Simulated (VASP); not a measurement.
A run of VASP 6.6.1 is set up as follows.

POSCAR

```
CdTe
1.0
    0.0000000000      3.1072325060      3.1072325060
    3.1072325060      0.0000000000      3.1072325060
    3.1072325060      3.1072325060      0.0000000000
Cd Te
1 1
Direct
    0.0000000000      0.0000000000      0.0000000000
    0.2500000000      0.2500000000      0.2500000000
```

Contents of INCAR.step1:

```
ALGO = Normal ; EDIFF = 1E-4
ENCUT = 600 ; GGA = PE
ISMEAR = -1 ; LASPH = True
LCHARG = False ; LREAL = False
LWAVE = True ; NELM = 60
PREC = Accurate ; SIGMA = 0.02
```

INCAR.step2

```
ALGO = Normal ; EDIFF = 1E-6
EDIFFG = -0.005 ; ENCUT = 600
IBRION = 2 ; ISIF = 3
ISMEAR = -1 ; ISTART = 1
LASPH = True ; LCHARG = False
LMIXTAU = True ; LREAL = False
LWAVE = False ; METAGGA = R2SCAN
NELM = 60 ; NSW = 60
PREC = Accurate ; SIGMA = 0.02
```

Contents of KPOINTS:

```
k-points
0
Gamma
  9 9 9
```

Potentials or basis: VASP PAW PBE potentials, release 64 (Cd, Te).

The run is started by

```console
$ cat potpaw_PBE.64/Cd/POTCAR potpaw_PBE.64/Te/POTCAR > POTCAR
$ cp INCAR.step1 INCAR
$ mpirun -np 1 vasp_std > vasp.out
$ cp INCAR.step2 INCAR
$ mpirun -np 1 vasp_std > vasp.out
```

Task: Predict the relaxed volume.

Result: 35.31 Å³/atom.

Task: What does it give for the relaxed cell?

Result: a = 4.640 Å, b = 4.640 Å, c = 4.640 Å, α = 60.00°, β = 60.00°, γ = 60.00°.

Task: Predict the space group after relaxing (to 0.1 Å).

Result: F-43m (No. 216).

Task: Predict the band gap on the k mesh.

Result: 1.15 eV.

Final structure:
```xyz
2
Lattice="0.0000 3.2808 3.2808 3.2808 0.0000 3.2808 3.2808 3.2808 0.0000" Properties=species:S:1:pos:R:3 pbc="T T T"
Cd    0.0000    0.0000    0.0000
Te    1.6404    1.6404    1.6404
```

Caveat: the volume moved by over 15 % at a fixed basis, so the end points are rough; the PAW data sets were made with another functional, which shifts forces and pressure a little; spin-orbit coupling is left out, which moves the levels of the heavy elements.
